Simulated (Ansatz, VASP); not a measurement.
# TaRu in VASP and in Ansatz

The input INCAR:

```
SYSTEM = TaRu
PREC = Accurate
ENCUT = 520
EDIFF = 1E-7
ISMEAR = -1
SIGMA = 0.05
LREAL = .False.
LASPH = .True.
NELM = 100
ALGO = Normal
ISIF = 2
LWAVE = .False.
LCHARG = .False.
GGA = CA
NBANDS = 20
```

Contents of KPOINTS:

```
regular mesh
0
Gamma
  11 11 10
  0 0 0
```

Contents of POSCAR:

```
TaRu
1.0
    2.9919400000      0.0000000000      0.0000000000
    0.0000000000      2.9919400000      0.0000000000
    0.0000000000      0.0000000000      3.3890000000
Ta Ru
1 1
Direct
    0.5000000000      0.5000000000      0.5000000000
    0.0000000000      0.0000000000      0.0000000000
```

Input for Ansatz:

```yaml
crystal:
  lattice:
    - [2.99194, 0.0, 0.0]
    - [0.0, 2.99194, 0.0]
    - [0.0, 0.0, 3.389]
  atoms:
    - { symbol: Ta, position: [0.5, 0.5, 0.5] }
    - { symbol: Ru, position: [0.0, 0.0, 0.0] }
kpoints:
  mp_grid: { grid: [11, 11, 10] }
  band_path:
    path:
      - [0.0, 0.0, 0.0]
      - [0.0, 0.5, 0.0]
      - [0.5, 0.5, 0.0]
      - [0.0, 0.0, 0.0]
      - [0.0, 0.0, 0.5]
      - [0.0, 0.5, 0.5]
      - [0.5, 0.5, 0.5]
      - [0.0, 0.0, 0.5]
      - [0.0, 0.5, 0.0]
    npoints: 5
scf:
  occupations: { method: fermi_dirac, width: 0.05 }
hamiltonian:
  xc: lda
  pseudopotentials: { kind: all_electron, lapw: { basis_error: 0.0005 } }
output:
  forces: true
  stress: true
  eigenvalues: true
```

Change from the starting cell: equal xx and yy strain of -2 %.

Alike in both runs: task single point; functional LDA; k mesh 11 × 11 × 10; occupations fermi-dirac, width 0.05 eV; no spin polarisation.

```csv
,VASP,Ansatz
version,VASP 6.6.1,Ansatz 0.2.0
potentials or method,"VASP PAW LDA potentials, release 64 (Ta_pv, Ru_pv), cutoff 520 eV","all-electron LAPW, scalar-relativistic"
```

VASP gave:

```
pressure (GPa)                                                : 1.4
traceless stress, the component that is largest in VASP (GPa) : -0.76
```

Problem. What did Ansatz give for the same quantities?

Solution. Pressure (GPa): 0.5; traceless stress, the component that is largest in VASP (GPa): -0.68.

LDA's correlation is that of Perdew and Zunger in VASP and of Perdew and Wang (1992) in Ansatz. Ansatz ran all-electron here, and VASP with PAW potentials.

Neither program's run includes spin-orbit coupling.
